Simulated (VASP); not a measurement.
Ru, 1 atom in the cell. Symmetry: Fm-3m, No. 225, cubic system. Conventional cell: a = 3.786 Å, b = 3.786 Å, c = 3.786 Å, α = 90.00°, β = 90.00°, γ = 90.00°. Ru (site symmetry m-3m) has 12 Ru at 2.68 Å within 3.5 Å. This isn't the form of Ru at room conditions, which is hcp.

| Item | Value |
| --- | --- |
| Program | VASP 6.6.1 |
| Task | single point |
| Functional | r2SCAN0 |
| Potentials or basis | VASP PAW PBE potentials, release 64 (Ru_pv) |
| Cutoff | 520 eV |
| k mesh | 7 × 7 × 7 |
| Occupations | fermi-dirac, width 0.1 eV |
| Spin | no spin polarisation |
| Dipole correction | no |
| Grid for exact exchange (PRECFOCK) | Normal |
| Further INCAR settings | ALGO = Normal; EDIFF = 1e-06; NBANDS = 13 |
| Share of exact exchange | 0.25 |

Potentials or basis: VASP PAW PBE potentials, release 64 (Ru_pv).

Command:

```sh
$ cat potpaw_PBE.64/Ru_pv/POTCAR > POTCAR
$ cp INCAR.step1 INCAR
$ mpirun -np 1 vasp_std > vasp.out
$ cp INCAR.step2 INCAR
$ mpirun -np 1 vasp_std > vasp.out
```

Hardware: 1 thread of Intel(R) Xeon(R) Platinum 8259CL CPU @ 2.50GHz (Skylake/Cascade Lake), on a shared host.

Problem. How long does it take, and how much memory?

Solution. Wall time 25 min on 1 thread of Intel(R) Xeon(R) Platinum 8259CL CPU @ 2.50GHz (Skylake/Cascade Lake), on a shared host, peak memory 0.15 GiB. Counts: k points 20.
